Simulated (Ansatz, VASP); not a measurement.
KMgF3 in VASP and in Ansatz

The input INCAR:

```
SYSTEM = KMgF3
ALGO = Normal ; EDIFF = 1E-6
ENCUT = 520 ; GGA = PE
ISIF = 2 ; ISMEAR = 0
LASPH = .TRUE. ; LCHARG = .FALSE.
LREAL = .FALSE. ; LWAVE = .FALSE.
NBANDS = 24 ; NELM = 60
PREC = Accurate ; SIGMA = 0.05
```

KPOINTS

```
k-points
0
G
  6 6 6
  0 0 0
```

File POSCAR:

```
KMgF3
1.0
    3.6670280000      0.0000000000      0.0000000000
    0.0000000000      3.6670280000      0.0000000000
    0.0000000000      0.0000000000      3.6670280000
K Mg F
1 1 3
Direct
    0.5000000000      0.5000000000      0.5000000000
    0.0000000000      0.0000000000      0.0000000000
    0.5000000000      0.0000000000      0.0000000000
    0.0000000000      0.5000000000      0.0000000000
    0.0000000000      0.0000000000      0.5000000000
```

Input for Ansatz:

```yaml
crystal:
  lattice:
    - [3.667028, 0.0, 0.0]
    - [0.0, 3.667028, 0.0]
    - [0.0, 0.0, 3.667028]
  atoms:
    - { symbol: K, position: [0.5, 0.5, 0.5] }
    - { symbol: Mg, position: [0.0, 0.0, 0.0] }
    - { symbol: F, position: [0.5, 0.0, 0.0] }
    - { symbol: F, position: [0.0, 0.5, 0.0] }
    - { symbol: F, position: [0.0, 0.0, 0.5] }
basis:
  ecutwfc: 420
kpoints:
  mp_grid: { grid: [6, 6, 6] }
hamiltonian:
  xc: pbe
scf:
  occupations: { method: gaussian, width: 0.05 }
output:
  forces: true
  stress: true
  eigenvalues: true
```

Change from the starting cell: strain -0.080 along x and y, -0.080 along z, atoms carried along.

Alike in both runs: task single point; functional PBE; k mesh 6 × 6 × 6; occupations gaussian, width 0.05 eV; no spin polarisation.

|  | VASP | Ansatz |
| --- | --- | --- |
| version | VASP 6.6.1 | Ansatz 0.2.0 |
| potentials or method | VASP PAW PBE potentials, release 64 (K_sv, Mg, F), cutoff 520 eV | scalar-relativistic, plane waves, PAW |
| valence electrons in the cell | 32 | 40 |

```csv
,VASP,Ansatz,Ansatz less VASP
gap on the k mesh at the Fermi level (eV),9.51,9.54,+0.028
least direct gap on the mesh (eV),9.80,9.82,+0.025
pressure (GPa),39.0,39.0,0.00
```

Both programs put the cell under a high pressure, so it lies far from rest at this level. VASP's potentials hold 32 valence electrons a cell and Ansatz's 40, so a difference there can come from the potentials and not from the codes.
